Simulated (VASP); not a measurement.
SiGe, 4 atoms in the cell. It takes space group P6_3mc (No. 186, hexagonal). Conventional cell: a = 3.745 Å, b = 3.745 Å, c = 6.443 Å, α = 90.00°, β = 90.00°, γ = 120.00°. Si (site symmetry 3m) has 4 Ge at 2.31 to 2.41 Å within 3.1 Å. Ge (site symmetry 3m) has 4 Si at 2.31 to 2.41 Å within 3.1 Å.  This cell differs from its parent crystal: strain -0.040 along x and y, +0.000 along z.

```yaml
Program: VASP 6.6.1
Task: single point
Functional: PBEsol
Potentials_or_basis: VASP PAW PBE potentials, release 64 (Si, Ge_d)
Cutoff: 520 eV
k_mesh: 12 × 12 × 6
Occupations: gaussian, width 0.03 eV
Spin: no spin polarisation
Dipole_correction: no
Further_INCAR_settings: ALGO = Normal; EDIFF = 1e-06; NBANDS = 26
```

Potentials or basis: VASP PAW PBE potentials, release 64 (Si, Ge_d).

The run is started by

```sh
$ cat potpaw_PBE.64/Si/POTCAR potpaw_PBE.64/Ge_d/POTCAR > POTCAR
$ mpirun -np 1 vasp_std > vasp.out
```

Hardware: 1 thread of Intel Xeon 6975P-C (shared host).

Q: Estimate the wall time of this run.

A: Wall time 90 s on 1 thread of Intel Xeon 6975P-C, with other jobs on the host, peak memory 0.27 GiB. Counts: scf iterations 12, k points 76.
